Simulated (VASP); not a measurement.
A run of VASP 6.6.1 is set up as follows.

INCAR

```
PREC = Accurate ; ENCUT = 520
EDIFF = 1E-7 ; ISMEAR = -1
SIGMA = 0.05 ; LREAL = False
LASPH = True ; NELM = 60
ALGO = Normal ; ISIF = 2
LWAVE = False ; LCHARG = False
GGA = PE ; NBANDS = 11
```

Contents of KPOINTS:

```
Automatic mesh
0
Gamma
  4 4 4
```

POSCAR

```
Si
1.0
    0.0000000000      2.7218511865      2.7218511865
    2.7218511865      0.0000000000      2.7218511865
    2.7218511865      2.7218511865      0.0000000000
Si
2
Direct
    0.5000000000      0.5000000000      0.5000000000
    0.7500000000      0.7500000000      0.7500000000
```

Potentials or basis: VASP PAW PBE potentials, release 64 (Si).

Launch:

```bash
$ cat potpaw_PBE.64/Si/POTCAR > POTCAR
$ mpirun -np 1 vasp_std > vasp.out
```

**Question.** What does it give for the band gap on the k mesh?

**Answer.** 0.71 eV, indirect (least direct gap 2.54 eV).

**Question.** What does it give for the pressure?

**Answer.** 1.9 GPa.

Caveat: the k points lie up to 0.50 Å⁻¹ apart. A k mesh can miss the band edges.
